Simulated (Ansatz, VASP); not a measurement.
## Two plane-wave programs on Si

```
Si
1.0
     0.00000    2.70159    2.70159
     2.70159    0.00000    2.70159
     2.70159    2.70159    0.00000
Si
2
Direct
  0.75000 0.75000 0.75000
  0.50000 0.50000 0.50000
```

Alike in both runs: functional LDA; k mesh 6 × 6 × 6; no spin polarisation.

Ansatz relaxed the structure, and its values are those at the end. VASP's run is a single point on that final structure, the one shown.

|  | VASP | Ansatz |
| --- | --- | --- |
| version | VASP 6.6.1 | Ansatz 0.2.0 |
| potentials or method | VASP PAW LDA potentials, release 64 (Si), cutoff 520 eV | plane waves, PAW |
| occupations | gaussian, width 0.01 eV | fixed |
| valence electrons in the cell | 8 | 8 |

|  | VASP | Ansatz | Ansatz less VASP |
| --- | --- | --- | --- |
| pressure (GPa) | 0.1 | 0.0 | -0.05 |

LDA's correlation is that of Perdew and Zunger in VASP and of Perdew and Wang (1992) in Ansatz.
